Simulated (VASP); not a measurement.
# Mg5O4 in VASP: a series of runs

Runs on Mg5O4. Level: r2SCAN. Tasks: single point.

All numbers are computed with VASP 6.6.1; they aren't measurements. Logs are shortened: lines on timing, memory, paths and dates and some standing lists are left out, and cuts for length are marked.

### Step 1. The cell of the first run

The cell holds a slab with vacuum, 9 atoms: a = 2.973 Å, b = 2.973 Å, c = 24.709 Å, α = 90.00°, β = 90.00°, γ = 120.00°.

### Step 2. Single point, r2SCAN

Contents of POSCAR:

```
Mg5O4
1.0
    2.9728306127      0.0000000000      0.0000000000
   -1.4864153063      2.5745468317      0.0000000000
    0.0000000000      0.0000000000     24.7092241237
Mg O
5 4
Direct
    0.6666666667      0.3333333333      0.3035303724
    0.3333333333      0.6666666667      0.4017651862
    0.0000000000      0.0000000000      0.5000000000
    0.6666666667      0.3333333333      0.5982348138
    0.3333333333      0.6666666667      0.6964696276
    0.0000000000      0.0000000000      0.3526477793
    0.6666666667      0.3333333333      0.4508825931
    0.3333333333      0.6666666667      0.5491174069
    0.0000000000      0.0000000000      0.6473522207
```

Contents of INCAR.step1:

```
PREC = Accurate
ENCUT = 520
ISMEAR = 0
SIGMA = 0.05
LREAL = False
LASPH = True
NELM = 80
LDIPOL = True
IDIPOL = 3
DIPOL = 0.5 0.5 0.500
NBANDS = 27
GGA = PE
ALGO = Normal
EDIFF = 1E-4
LWAVE = True
LCHARG = False
```

Contents of INCAR.step2:

```
PREC = Accurate
ENCUT = 520
EDIFF = 1E-6
ISMEAR = 0
SIGMA = 0.05
LREAL = False
LASPH = True
NELM = 80
ALGO = Normal
ISIF = 2
LWAVE = False
LCHARG = False
LDIPOL = True
IDIPOL = 3
DIPOL = 0.5 0.5 0.500
METAGGA = R2SCAN
LMIXTAU = True
NBANDS = 27
ISTART = 1
```

Contents of KPOINTS:

```
regular mesh
0
Gamma
  9 9 1
```

Potentials or basis: VASP PAW PBE potentials, release 64 (Mg, O).

Command:

```bash
$ cat potpaw_PBE.64/Mg/POTCAR potpaw_PBE.64/O/POTCAR > POTCAR
$ cp INCAR.step1 INCAR
$ mpirun -np 1 vasp_std > vasp.out
$ cp INCAR.step2 INCAR
$ mpirun -np 1 vasp_std > vasp.out
```

OUTCAR:

```text
PREC = Accurate
   ENCUT = 520
   EDIFF = 1E-6
   ISMEAR = 0
   LREAL = False
   LASPH = True
   NELM = 80
   ISIF = 2
   METAGGA = R2SCAN
   ISTART = 1

 ion  position               nearest neighbor table
   1  0.667  0.333  0.304-   6 2.10   6 2.10   6 2.10   2 2.97   2 2.97   2 2.97
   2  0.333  0.667  0.402-   7 2.10   6 2.10   7 2.10   6 2.10   6 2.10   7 2.10   1 2.97   3 2.97
                             1 2.97   3 2.97   3 2.97   1 2.97
   3  0.000  0.000  0.500-   7 2.10   8 2.10   8 2.10   7 2.10   7 2.10   8 2.10   2 2.97   4 2.97
                             2 2.97   4 2.97   2 2.97   4 2.97
   4  0.667  0.333  0.598-   8 2.10   9 2.10   8 2.10   9 2.10   9 2.10   8 2.10   5 2.97   3 2.97
                             5 2.97   3 2.97   3 2.97   5 2.97
   5  0.333  0.667  0.696-   9 2.10   9 2.10   9 2.10   4 2.97   4 2.97   4 2.97
   6  0.000  0.000  0.353-   1 2.10   2 2.10   2 2.10   1 2.10   1 2.10   2 2.10
   7  0.667  0.333  0.451-   2 2.10   3 2.10   2 2.10   3 2.10   3 2.10   2 2.10
   8  0.333  0.667  0.549-   4 2.10   3 2.10   4 2.10   3 2.10   3 2.10   4 2.10
   9  0.000  0.000  0.647-   4 2.10   5 2.10   5 2.10   4 2.10   4 2.10   5 2.10

  LATTYP: Found a hexagonal cell.
 ALAT       =     2.9728306127
 C/A-ratio  =     8.3116824814

  Lattice vectors:

 A1 = (   2.9728306127,   0.0000000000,   0.0000000000)
 A2 = (  -1.4864153063,   2.5745468317,   0.0000000000)
 A3 = (   0.0000000000,   0.0000000000,  24.7092241237)

Analysis of symmetry for initial positions (statically):
=====================================================================
 Subroutine PRICEL returns:
 Original cell was already a primitive cell.

 Routine SETGRP: Setting up the symmetry group for a
 hexagonal supercell.

 Subroutine GETGRP returns: Found 12 space group operations
 (whereof 12 operations were pure point group operations)
 out of a pool of 24 trial point group operations.

The static configuration has the point symmetry D_3d.

Analysis of symmetry for dynamics (positions and initial velocities):
=====================================================================
 Subroutine PRICEL returns:
 Original cell was already a primitive cell.

 Routine SETGRP: Setting up the symmetry group for a
 hexagonal supercell.

 Subroutine GETGRP returns: Found 12 space group operations
 (whereof 12 operations were pure point group operations)
 out of a pool of 24 trial point group operations.

The dynamic configuration has the point symmetry D_3d.

 Subroutine INISYM returns: Found 12 space group operations
 (whereof 12 operations are pure point group operations),
 and found     1 'primitive' translations

----------------------------------------------------------------------------------------

                                     Primitive cell

  volume of cell :     189.1168

  direct lattice vectors                    reciprocal lattice vectors
     2.972830613  0.000000000  0.000000000     0.336379744  0.194208936  0.000000000
    -1.486415306  2.574546832  0.000000000     0.000000000  0.388417871  0.000000000
     0.000000000  0.000000000 24.709224124     0.000000000  0.000000000  0.040470716

  length of vectors
     2.972830613  2.972830613 24.709224124     0.388417871  0.388417871  0.040470716

  position of ions in fractional coordinates (direct lattice)
     0.666666667  0.333333333  0.303530372
     0.333333333  0.666666667  0.401765186
     0.000000000  0.000000000  0.500000000
     0.666666667  0.333333333  0.598234814
     0.333333333  0.666666667  0.696469628
     0.000000000  0.000000000  0.352647779
     0.666666667  0.333333333  0.450882593
     0.333333333  0.666666667  0.549117407
     0.000000000  0.000000000  0.647352221

  ion indices of the primitive-cell ions
   primitive index   ion index
                 1           1
                 2           2
                 3           3
                 4           4
                 5           5
                 6           6
                 7           7
                 8           8
                 9           9

----------------------------------------------------------------------------------------

 KPOINTS: regular mesh

Automatic generation of k-mesh.
 Grid dimensions read from file:
 generate k-points for:    9    9    1

 Generating k-lattice:

  Cartesian coordinates                     Fractional coordinates (reciprocal lattice)
     0.037375527  0.021578771  0.000000000     0.111111111 -0.000000000  0.000000000
     0.000000000  0.043157541  0.000000000     0.000000000  0.111111111  0.000000000
     0.000000000  0.000000000  0.040470716     0.000000000  0.000000000  1.000000000

  Length of vectors
     0.043157541  0.043157541  0.040470716

  Shift w.r.t. Gamma in fractional coordinates (k-lattice)
     0.000000000  0.000000000  0.000000000

 Subroutine IBZKPT returns following result:
 ===========================================

 Found     12 irreducible k-points:

 Following reciprocal coordinates:
            Coordinates               Weight
  0.000000  0.000000  0.000000      1.000000
  0.111111  0.000000  0.000000      6.000000
  0.222222  0.000000  0.000000      6.000000
  0.333333  0.000000  0.000000      6.000000
  0.444444  0.000000  0.000000      6.000000
  0.111111  0.111111  0.000000      6.000000
  0.222222  0.111111  0.000000     12.000000
  0.333333  0.111111  0.000000     12.000000
  0.444444  0.111111  0.000000      6.000000
  0.222222  0.222222  0.000000      6.000000
  0.333333  0.222222  0.000000     12.000000
  0.333333  0.333333  0.000000      2.000000
   k-points           NKPTS =     12   k-points in BZ     NKDIM =     12   number of bands    NBANDS=     27
   number of dos      NEDOS =    301   number of ions     NIONS =      9
   total plane-waves  NPLWV = 110592
   dimension x,y,z NGX =    24 NGY =   24 NGZ =  192
   dimension x,y,z NGXF=    48 NGYF=   48 NGZF=  384
   ions per type =               5   4
   NGX,Y,Z   is equivalent  to a cutoff of  13.42, 13.42, 12.92 a.u.
   NGXF,Y,Z  is equivalent  to a cutoff of  26.84, 26.84, 25.84 a.u.
 SYSTEM =  unknown system
   PREC   = accura    normal or accurate (medium, high low for compatibility)
   ISTART =      1    job   : 0-new  1-cont  2-samecut
   ICHARG =      0    charge: 1-file 2-atom 10-const
   ISPIN  =      1    spin polarized calculation?
   LNONCOLLINEAR =      F non collinear calculations
   LSORBIT =      F    spin-orbit coupling
   LASPH  =      T    aspherical Exc in radial PAW
   ENCUT  =  520.0 eV  38.22 Ry    6.18 a.u.   5.53  5.53 45.94*2*pi/ulx,y,z
   NELM   =     80;   NELMIN=  2; NELMDL=  0     # of ELM steps
   EDIFF  = 0.1E-05   stopping-criterion for ELM
   LREAL  =      F    real-space projection
   EDIFFG = 0.1E-04   stopping-criterion for IOM
   NSW    =      0    number of steps for IOM
   IBRION =     -1    ionic relax: 0-MD 1-quasi-New 2-CG
   NFREE  =      0    steps in history (QN), initial steepest desc. (CG)
   ISIF   =      2    stress and relaxation
   ISYM   =      2    0-nonsym 1-usesym 2-fastsym
   POTIM  = 0.5000    time-step for ionic-motion
   TEBEG  =    0.0;   TEEND  =   0.0 temperature during run
   PSTRESS=    0.0 pullay stress
   NELECT =      34.0000    total number of electrons
   NUPDOWN=      -1.0000    fix difference up-down
   EMIN   =  10.00;   EMAX   =-10.00  energy-range for DOS
   EFERMI =   0.00;   METHOD = LEGACY
   ISMEAR =     0;   SIGMA  =   0.05  broadening in eV -4-tet -1-fermi 0-gaus
   EFERMI_NEDOS =   21; number of points for ismear=-14 and -15
   IALGO  =     38    algorithm
   IMIX   =      4    mixing-type and parameters
     AMIX     =   0.40;   BMIX     =  1.00
     AMIX_MAG =   1.60;   BMIX_MAG =  1.00
  volume/ion in A,a.u.               =      21.01       141.80
  Fermi-wavevector in a.u.,A,eV,Ry     =   0.923970  1.746050 11.615569  0.853720
  Thomas-Fermi vector in A             =   2.049665
   LORBIT       =      0    0 simple, 1 ext, 2 COOP (PROOUT), +10 PAW based schemes
   METAGGA = R2SCAN    functional components
   LHFCALC =     F    Hartree Fock is set to
   AEXX    =    0.0000 exact exchange contribution
   IVDW    =     0    specifies the selected vdW correction
   LEPSILON=     F    determine dielectric tensor
   LRPA    =     F    only Hartree local field effects (RPA)
 non-spin polarized calculation
 Gauss-broadening in eV      SIGMA  =   0.05
  energy-cutoff  :      520.00
  volume of cell :      189.12
 maximum number of plane-waves:      5167
 NGX is ok and might be reduce to    24
   NGX = 11   NGY = 11   NGZ = 91

 number of electron      34.0000004 magnetization

 dipolmoment           0.000000      0.000000      0.000000 electrons x Angstroem

 Free energy of the ion-electron system (eV)
  ---------------------------------------------------
  ext. energy  EPLUGINS =         0.00000000
  ---------------------------------------------------
  free energy    TOTEN  =       -66.74800340 eV

  energy without entropy =      -66.74391899  energy(sigma->0) =      -66.74596120

 E-fermi :   1.2635     XC(G=0):  -6.2205

 val. band max:        1.2574400471   @ k =   0.2222   0.2222   0.0000
 cond. band min:       1.4365821041   @ k =   0.3333   0.1111   0.0000
 fundamental gap:      0.1791420569
 Fermi energy:         1.2634661469

 k-point     1 :       0.0000    0.0000    0.0000
  band No.  band energies     occupation
      1     -21.5832      2.00000
      2     -21.3262      2.00000
      3     -20.9343      2.00000
      4     -20.5603      2.00000
      5      -7.8542      2.00000
      6      -7.1361      2.00000
[... 19 lines left out ...]
     26       7.7964      0.00000
     27       9.1102      0.00000
[... 301 lines left out ...]
 k-point    12 :       0.3333    0.3333    0.0000
  band No.  band energies     occupation
      1     -20.2490      2.00000
      2     -20.2489      2.00000
      3     -20.1796      2.00000
      4     -20.1796      2.00000
      5      -6.9282      2.00000
      6      -6.9282      2.00000
[... 19 lines left out ...]
     26       9.1170      0.00000
     27       9.7362      0.00000

------------------------ aborting loop because EDIFF is reached ----------------------------------------

 vacuum level on the upper side and lower side of the slab       (xc-potential included)         0.044         0.044

  FORCE on cell =-STRESS in cart. coord.  units (eV):
  Direction    XX          YY          ZZ          XY          YZ          ZX
  --------------------------------------------------------------------------------------
  -------------------------------------------------------------------------------------
  Total        0.5943067      0.5943067      1.1590237      0.0000000      0.0000000      0.0000000
  in kB        5.0349035      5.0349035      9.8191257      0.0000000      0.0000000      0.0000000
  external PRESSURE =       6.6296442 kB  Pullay stress =       0.0000000 kB

 VOLUME and BASIS-vectors are now :
 -----------------------------------------------------------------------------
  energy-cutoff  :      520.00
  volume of cell :      189.12
      direct lattice vectors                 reciprocal lattice vectors
     2.972830613  0.000000000  0.000000000     0.336379744  0.194208936  0.000000000
    -1.486415306  2.574546832  0.000000000     0.000000000  0.388417871  0.000000000
     0.000000000  0.000000000 24.709224124     0.000000000  0.000000000  0.040470716

 POSITION                                       TOTAL-FORCE (eV/Angst)
 -----------------------------------------------------------------------------------
      1.48642      0.85818      7.50000         0.000000      0.000000     -0.558330
     -0.00000      1.71636      9.92731        -0.000000     -0.000000      0.086622
      0.00000      0.00000     12.35461         0.000000      0.000000      0.000000
      1.48642      0.85818     14.78192         0.000000      0.000000     -0.086622
     -0.00000      1.71636     17.20922        -0.000000     -0.000000      0.558330
      0.00000      0.00000      8.71365         0.000000      0.000000      0.512238
      1.48642      0.85818     11.14096        -0.000000      0.000000      0.001280
     -0.00000      1.71636     13.56827         0.000000     -0.000000     -0.001280
      0.00000      0.00000     15.99557         0.000000     -0.000000     -0.512238
 -----------------------------------------------------------------------------------
    total drift:                                0.000000      0.000000      0.000000

  FREE ENERGIE OF THE ION-ELECTRON SYSTEM (eV)
  ---------------------------------------------------
  free  energy   TOTEN  =       -66.7480034043 eV

  energy  without entropy=      -66.7439189904  energy(sigma->0) =      -66.74596120

 vacuum level on the upper side and lower side of the slab         5.691         5.691
```

It took 2.9 min on 1 thread of Intel Xeon 6975P-C (Granite Rapids), shared host; peak memory 0.38 GiB.

Results:

* Free energy: -66.7480 eV
* Largest force: 0.558 eV/Å
* Band gap on the k mesh: zero (band 17 reaches 3.57 eV, above the bottom of band 18 at -1.43 eV)

Forces on the atoms (eV/Å):
```
Mg   0.000  0.000 -0.558
Mg   0.000  0.000  0.087
Mg   0.000  0.000  0.000
Mg   0.000  0.000 -0.087
Mg   0.000  0.000  0.558
O    0.000  0.000  0.512
O    0.000  0.000  0.001
O    0.000  0.000 -0.001
O    0.000  0.000 -0.512
```

Levels at points of the mesh, in eV from the Fermi level:
```csv
k point,band 15,band 16,band 17,band 18,band 19,band 20,band 21,band 22
"(0.00, 0.00, 0.00)",-4.79,-4.79,-2.85,-2.70,1.50,2.35,3.16,3.90
```

Caveat: the PAW data sets were made with another functional, which shifts forces and pressure a little.

(Continued in part 2 of 2.)
